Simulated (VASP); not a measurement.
# Ga4W2C3 (P4/mmm) in VASP: further runs, part 2 of 2

VASP 6.6.1. Earlier steps stand in the parts before.

## Step 3: Single point, PBE

Contents of INCAR:

```
ALGO = Fast
EDIFF = 1E-6
ENCUT = 520
GGA = PE
ISIF = 2
ISMEAR = 0
LASPH = True
LCHARG = False
LREAL = False
LWAVE = False
NBANDS = 56
NELM = 60
PREC = Accurate
SIGMA = 0.1
```

Contents of KPOINTS:

```
k-points
0
Gamma
  4 4 4
```

Contents of POSCAR:

```
Ga4W2C3
1.0
    4.8814601100      0.0000000000      0.0000000000
    0.0000000000      4.8814601100      0.0000000000
    0.0000000000      0.0000000000      5.9035860600
Ga W C
4 2 3
Direct
    0.2581017300      0.2581017300      0.0000000000
    0.7418982700      0.7418982700      0.0000000000
    0.7418982700      0.2581017300      0.0000000000
    0.2581017300      0.7418982700      0.0000000000
    0.0000000000      0.5000000000      0.0000000000
    0.5000000000      0.0000000000      0.0000000000
    0.5000000000      0.5000000000      0.0000000000
    0.5000000000      0.5000000000      0.6717926600
    0.5000000000      0.5000000000      0.3282073400
```

Potentials or basis: VASP PAW PBE potentials, release 64 (Ga_d, W_sv, C).

Launch:

```
$ cat potpaw_PBE.64/Ga_d/POTCAR potpaw_PBE.64/W_sv/POTCAR potpaw_PBE.64/C/POTCAR > POTCAR
$ mpirun -np 1 vasp_std > vasp.out
```

OUTCAR:

```text
EDIFF = 1E-6
   ENCUT = 520
   GGA = PE
   ISIF = 2
   ISMEAR = 0
   LASPH = True
   LREAL = False
   NELM = 60
   PREC = Accurate

 ion  position               nearest neighbor table
   1  0.258  0.258  0.000-   7 1.67   6 1.73   5 1.73   4 2.36   3 2.36   4 2.52   3 2.52
   2  0.742  0.742  0.000-   7 1.67   6 1.73   5 1.73   4 2.36   3 2.36   3 2.52   4 2.52
   3  0.742  0.258  0.000-   7 1.67   6 1.73   5 1.73   2 2.36   1 2.36   1 2.52   2 2.52
   4  0.258  0.742  0.000-   7 1.67   6 1.73   5 1.73   2 2.36   1 2.36   1 2.52   2 2.52
   5  0.000  0.500  0.000-   1 1.73   2 1.73   3 1.73   4 1.73   7 2.44   7 2.44   6 3.45   6 3.45
                             6 3.45   6 3.45
   6  0.500  0.000  0.000-   1 1.73   2 1.73   3 1.73   4 1.73   7 2.44   7 2.44   5 3.45   5 3.45
                             5 3.45   5 3.45
   7  0.500  0.500  0.000-   1 1.67   2 1.67   3 1.67   4 1.67   8 1.94   9 1.94   5 2.44   6 2.44
                             6 2.44   5 2.44
   8  0.500  0.500  0.672-   7 1.94   9 2.03
   9  0.500  0.500  0.328-   7 1.94   8 2.03

  LATTYP: Found a simple tetragonal cell.
 ALAT       =     4.8814601100
 C/A-ratio  =     1.2093893890

  Lattice vectors:

 A1 = (   4.8814601100,   0.0000000000,   0.0000000000)
 A2 = (   0.0000000000,   4.8814601100,   0.0000000000)
 A3 = (   0.0000000000,   0.0000000000,   5.9035860600)

Analysis of symmetry for initial positions (statically):
=====================================================================
 Subroutine PRICEL returns:
 Original cell was already a primitive cell.

 Routine SETGRP: Setting up the symmetry group for a
 simple tetragonal supercell.

 Subroutine GETGRP returns: Found 16 space group operations
 (whereof 16 operations were pure point group operations)
 out of a pool of 16 trial point group operations.

The static configuration has the point symmetry D_4h.
[... 143 lines left out ...]
  Thomas-Fermi vector in A             =   2.541870
   LORBIT       =      0    0 simple, 1 ext, 2 COOP (PROOUT), +10 PAW based schemes
   GGA     = PE    functional components
   LHFCALC =     F    Hartree Fock is set to
   AEXX    =    0.0000 exact exchange contribution
   IVDW    =     0    specifies the selected vdW correction
   LEPSILON=     F    determine dielectric tensor
   LRPA    =     F    only Hartree local field effects (RPA)
 non-spin polarized calculation
 RMM-DIIS sequential band-by-band and
 Gauss-broadening in eV      SIGMA  =   0.10
  energy-cutoff  :      520.00
  volume of cell :      140.67
 maximum number of plane-waves:      3822
   NGX = 19   NGY = 19   NGZ = 21

 number of electron      91.9999953 magnetization

 Free energy of the ion-electron system (eV)
  ---------------------------------------------------
  ext. energy  EPLUGINS =         0.00000000
  ---------------------------------------------------
  free energy    TOTEN  =        38.65791363 eV

  energy without entropy =       38.69025344  energy(sigma->0) =       38.67408354

 E-fermi :   4.9236     XC(G=0):  -9.9812

 val. band max:        4.9014029787   @ k =   0.2500   0.2500   0.2500
 cond. band min:       4.9347516984   @ k =   0.2500   0.0000   0.2500
 fundamental gap:      0.0333487197
 Fermi energy:         4.9236193706

 k-point     1 :       0.0000    0.0000    0.0000
  band No.  band energies     occupation
      1     -68.9202      2.00000
      2     -68.8654      2.00000
      3     -36.2578      2.00000
      4     -36.2578      2.00000
      5     -34.9239      2.00000
      6     -34.9239      2.00000
[... 1051 lines left out ...]
     55       9.6792      0.00000
     56      10.2505      0.00000

------------------------ aborting loop because EDIFF is reached ----------------------------------------

  FORCE on cell =-STRESS in cart. coord.  units (eV):
  Direction    XX          YY          ZZ          XY          YZ          ZX
  --------------------------------------------------------------------------------------
  -------------------------------------------------------------------------------------
  Total      296.3555427    296.3555427     -4.7699479      0.0000000      0.0000000      0.0000000
  in kB     3375.2678955   3375.2678955    -54.3261374      0.0000000      0.0000000      0.0000000
  external PRESSURE =    2232.0698845 kB  Pullay stress =       0.0000000 kB

 VOLUME and BASIS-vectors are now :
 -----------------------------------------------------------------------------
  energy-cutoff  :      520.00
  volume of cell :      140.67
      direct lattice vectors                 reciprocal lattice vectors
     4.881460110  0.000000000  0.000000000     0.204856739  0.000000000  0.000000000
     0.000000000  4.881460110  0.000000000     0.000000000  0.204856739  0.000000000
     0.000000000  0.000000000  5.903586060     0.000000000  0.000000000  0.169388570

 POSITION                                       TOTAL-FORCE (eV/Angst)
 -----------------------------------------------------------------------------------
      1.25991      1.25991      0.00000        -6.413740     -6.413740      0.000000
      3.62155      3.62155      0.00000         6.413740      6.413740      0.000000
      3.62155      1.25991      0.00000         6.413740     -6.413740     -0.000000
      1.25991      3.62155      0.00000        -6.413740      6.413740      0.000000
      0.00000      2.44073      0.00000         0.000000      0.000000      0.000000
      2.44073      0.00000      0.00000         0.000000      0.000000      0.000000
      2.44073      2.44073      0.00000         0.000000      0.000000      0.000000
      2.44073      2.44073      3.96599         0.000000      0.000000     -2.264634
      2.44073      2.44073      1.93760         0.000000      0.000000      2.264634
 -----------------------------------------------------------------------------------
    total drift:                                0.000000     -0.000000      0.000000

  FREE ENERGIE OF THE ION-ELECTRON SYSTEM (eV)
  ---------------------------------------------------
  free  energy   TOTEN  =        38.6579136349 eV

  energy  without entropy=       38.6902534416  energy(sigma->0) =       38.67408354
```

OSZICAR:

```text
N       E                     dE             d eps       ncg     rms          rms(c)
DAV:   1     0.139670844786E+04    0.13967E+04   -0.47440E+04  2256   0.288E+03
DAV:   2     0.243525970550E+03   -0.11532E+04   -0.11075E+04  2072   0.860E+02
DAV:   3     0.450494108119E+02   -0.19848E+03   -0.18877E+03  2368   0.255E+02
[... 13 lines left out ...]
RMM:  17     0.386579245563E+02   -0.10436E-04   -0.10705E-04  2332   0.225E-02    0.295E-03
RMM:  18     0.386579180760E+02   -0.64804E-05   -0.64791E-05  2117   0.156E-02    0.174E-03
RMM:  19     0.386579157967E+02   -0.22793E-05   -0.24172E-05  1951   0.108E-02    0.804E-04
RMM:  20     0.386579142442E+02   -0.15525E-05   -0.15455E-05  1789   0.783E-03    0.654E-04
RMM:  21     0.386579136349E+02   -0.60933E-06   -0.62356E-06  1694   0.566E-03
   1 F= 0.38657914E+02 E0= 0.38674084E+02  d E =-.323398E-01
```

stdout:

```text
POSCAR found type information on POSCAR GaW C
 POSCAR found :  3 types and       9 ions
 scaLAPACK will be used
 LDA part: xc-table for (Slater+PW92), standard interpolation
 POSCAR, INCAR and KPOINTS ok, starting setup
 FFT: planning ... GRIDC
 FFT: planning ... GRID_SOFT
 FFT: planning ... GRID
 WAVECAR not read
 entering main loop
WARNING in EDDRMM: call to ZHEGV failed, returncode =   6  3     48
```

Run time: 3.8 min. Hardware: 1 thread of Oxide Virtual Turin-like, shared host; peak memory 0.27 GiB.

Results:

| Item | Value |
| --- | --- |
| Free energy | 38.6579 eV |
| Pressure | 223.2 GPa |
| Largest force | 9.070 eV/Å |
| Band gap on the k mesh | zero (bands 46 and 47 overlap by 0.32 eV) |

Forces in eV/Å, atoms in the order of the input:
```
Ga  -6.414 -6.414  0.000
Ga   6.414  6.414  0.000
Ga   6.414 -6.414  0.000
Ga  -6.414  6.414  0.000
W    0.000  0.000  0.000
W    0.000  0.000  0.000
C    0.000  0.000  0.000
C    0.000  0.000 -2.265
C    0.000  0.000  2.265
```

Caveat: atoms lie so close that the PAW spheres overlap strongly, which falsifies energies and pressures; the stress differs along the axes, from -5 to 338 GPa; spin-orbit coupling is left out, which moves the levels of the heavy elements; forces of over 1 eV/Å act on the atoms, so gaps and moduli don't describe the material at rest.

The gap in the log of VASP goes by the Fermi energy; the results here count the filled bands.